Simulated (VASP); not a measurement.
## Sb: relaxation of cell and atoms with r2SCAN

Crystal: Sb.

```
Sb
1.0
     3.11430    0.00000    0.00000
     0.00000    3.11430    0.00000
     0.00000    0.00000    3.11430
Sb
1
Direct
  0.00000 0.00000 0.00000
```

```json
{
 "Program": "VASP 6.6.1",
 "Task": "relaxation of cell and atoms",
 "Functional": "r2SCAN",
 "Potentials or basis": "VASP PAW PBE potentials, release 64 (Sb)",
 "Cutoff": "600 eV",
 "k mesh": "8 × 8 × 8",
 "Occupations": "fermi-dirac, width 0.02 eV",
 "Spin": "no spin polarisation",
 "Dipole correction": "no",
 "Further INCAR settings": "ALGO = Normal; EDIFF = 1e-07; IBRION = 2; EDIFFG = -0.005; NSW = 80; ISIF = 3"
}
```

```json
{
  "Relaxed volume": "29.69 Å³/atom",
  "Relaxed cell": "a = 3.097 Å, b = 3.097 Å, c = 3.097 Å, α = 90.00°, β = 90.00°, γ = 90.00°",
  "Space group after relaxing (to 0.05 Å)": "Pm-3m (No. 221)",
  "Energy gained by relaxing": "1.7 meV/atom",
  "Ionic steps": "3",
  "Pressure after relaxing": "0.0 GPa"
}
```

The path:
| step | energy change (eV) | largest force (eV/Å) | pressure (GPa) | volume (Å³) |
| --- | --- | --- | --- | --- |
| 1 | 0.0000 | 0.0000 | -1.03 | 30.21 |
| 2 | -0.0009 | 0.0000 | 0.75 | 29.36 |
| 3 | -0.0017 | 0.0000 | 0.01 | 29.69 |

Final structure:
```
Sb
1.0
     3.09661    0.00000    0.00000
     0.00000    3.09661    0.00000
     0.00000    0.00000    3.09661
Sb
1
Direct
  0.00000 0.00000 0.00000
```

Levels at points of the mesh, in eV from the Fermi level:
| k point | band 1 | band 2 | band 3 | band 4 | band 5 | band 6 |
| --- | --- | --- | --- | --- | --- | --- |
| (0.00, 0.00, 0.00) | -12.96 | 3.51 | 3.51 | 3.51 | 7.31 | 7.31 |
| (0.50, 0.00, 0.00) | -10.37 | -5.84 | 5.66 | 5.66 | 9.41 | 11.41 |
| (0.50, 0.50, 0.00) | -7.57 | -3.75 | -3.75 | 2.52 | 7.88 | 13.60 |
| (0.50, 0.50, 0.50) | -4.37 | -1.76 | -1.76 | -1.76 | 5.23 | 5.23 |

It took 85 s on 1 thread of Intel(R) Xeon(R) Platinum 8259CL CPU @ 2.50GHz (Skylake/Cascade Lake), with other jobs on the host, peak memory 0.17 GiB.

Caveat: the PAW data sets were made with another functional, which shifts forces and pressure a little; spin-orbit coupling is left out, which moves the levels of the heavy elements.
